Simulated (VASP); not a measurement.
# I: single point with PBE

I:

```
I
1.0
     0.00000    2.97719    2.97719
     2.97719    0.00000    2.97719
     2.97719    2.97719    0.00000
I
2
Direct
  0.00000 0.00000 0.00000
  0.25000 0.25000 0.25000
```

| Quantity | Value |
| --- | --- |
| Program | VASP 6.6.1 |
| Task | single point |
| Functional | PBE |
| Potentials or basis | VASP PAW PBE potentials, release 64 (I) |
| Cutoff | 500 eV |
| k mesh | 6 × 6 × 6 |
| Occupations | gaussian, width 0.05 eV |
| Spin | no spin polarisation |
| Dipole correction | no |
| Further INCAR settings | ALGO = Normal; EDIFF = 1e-06; NBANDS = 14 |

```json
{
  "Pressure": "60.0 GPa",
  "Band gap on the k mesh": "zero (bands 7 and 8 overlap by 5.16 eV)"
}
```

Levels at points of the mesh, in eV from the Fermi level:
| k point | band 4 | band 5 | band 6 | band 7 | band 8 | band 9 | band 10 | band 11 |
| --- | --- | --- | --- | --- | --- | --- | --- | --- |
| (0.00, 0.00, 0.00) | -6.65 | -6.65 | -3.17 | -3.17 | -3.17 | 2.54 | 4.63 | 4.63 |
| (0.50, 0.00, 0.00) | -7.66 | -6.43 | -1.69 | -1.69 | 1.97 | 4.61 | 5.01 | 5.65 |
| (0.50, 0.50, 0.00) | -8.77 | -4.14 | -4.14 | 1.99 | 1.99 | 5.01 | 5.01 | 6.96 |

It took 13 s on 1 thread of Intel(R) Xeon(R) Platinum 8375C CPU @ 2.90GHz (Ice Lake), on a shared host, peak memory 0.17 GiB.

Caveat: the cell stands under pressure; spin-orbit coupling is left out, which moves the levels of the heavy elements.
